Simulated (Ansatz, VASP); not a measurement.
**One calculation of Sc, two programs**

```
CELL_PARAMETERS angstrom
3.30880 0.00000 0.00000
-1.65440 2.86550 0.00000
0.00000 0.00000 5.26800
ATOMIC_POSITIONS crystal
Sc 0.18681 0.50963 0.25000
Sc 0.66667 0.33333 0.75000
```

Alike in both runs: task single point; functional PBE; k mesh 18 × 18 × 10; occupations gaussian, width 0.15 eV; no spin polarisation.

```csv
,VASP,Ansatz
version,VASP 6.6.1,Ansatz 0.2.0
potentials or method,"VASP PAW PBE potentials, release 64 (Sc_sv), cutoff 520 eV","scalar-relativistic, plane waves, PAW"
valence electrons in the cell,22,22
```

```tsv
	VASP	Ansatz	Ansatz less VASP
gap on the k mesh at the Fermi level (eV)	none	none	-
pressure (GPa)	-0.6	-0.5	+0.01
traceless stress, the component that is largest in VASP (GPa)	-2.70	-2.70	+0.002
rms of the force components (eV/Å)	0.330	0.330	+0.0001
```

Atom by atom the forces differ by 0.000 eV/Å (rms over components). A gap of «none» marks a metal or a gap that the smearing closes. The functional is the same, so the differences come from potentials, cutoffs and numerics.
